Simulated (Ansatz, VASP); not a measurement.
**Bi in VASP and in Ansatz**

The input INCAR:

```
SYSTEM = Bi
PREC = Accurate
ENCUT = 520
EDIFF = 1E-6
ISMEAR = 0
SIGMA = 0.15
LREAL = .False.
LASPH = .True.
NELM = 60
ALGO = Fast
ISIF = 2
LWAVE = .False.
LCHARG = .True.
GGA = PS
IVDW = 12
LELF = .True.
LVHAR = .True.
NBANDS = 14
```

The input KPOINTS:

```
regular mesh
0
Gamma
  16 16 16
  0 0 0
```

The input POSCAR:

```
Bi
1.0
   -1.7764039436      2.1611776359      1.8340238041
    1.7764039436     -2.1611776359      1.8340238041
    1.7764039436      2.1611776359     -1.8340238041
Bi
1
Direct
    0.0000000000      0.0000000000      0.0000000000
```

Input for Ansatz:

```yaml
crystal:
  lattice:
    - [-1.7764039436, 2.1611776359, 1.8340238041]
    - [1.7764039436, -2.1611776359, 1.8340238041]
    - [1.7764039436, 2.1611776359, -1.8340238041]
  atoms:
    - { symbol: Bi, position: [0.0, 0.0, 0.0] }
basis:
  ecutwfc: 420
kpoints:
  mp_grid: { grid: [16, 16, 16] }
hamiltonian:
  xc: pbesol
  pseudopotentials: { kind: paw }
  dispersion: d3bj
scf:
  occupations: { method: gaussian, width: 0.15 }
output:
  forces: true
  stress: true
  eigenvalues: true
```

Change from the starting cell: strain +e along x and -e along y -0.1000, strain +e along z and -e/2 along x and y -0.0467.

Alike in both runs: task single point; functional PBEsol; dispersion D3(BJ); k mesh 16 × 16 × 16; occupations gaussian, width 0.15 eV; no spin polarisation.

|  | VASP | Ansatz |
| --- | --- | --- |
| version | VASP 6.6.1 | Ansatz 0.2.0 |
| potentials or method | VASP PAW PBE potentials, release 64 (Bi_d), cutoff 520 eV | scalar-relativistic, plane waves, PAW |
| valence electrons in the cell | 15 | 15 |

VASP gave:

| Item | Value |
| --- | --- |
| gap on the k mesh at the Fermi level (eV) | none |
| pressure (GPa) | 1.2 |
| traceless stress, the component that is largest in VASP (GPa) | -1.22 |

Problem. Estimate Ansatz's values.

Solution. gap on the k mesh at the Fermi level (eV): none; pressure (GPa): 1.2; traceless stress, the component that is largest in VASP (GPa): -1.23.

VASP's potentials were made for PBE, not for PBEsol. A gap of «none» marks a metal or a gap that the smearing closes.

Spin-orbit coupling is off throughout.
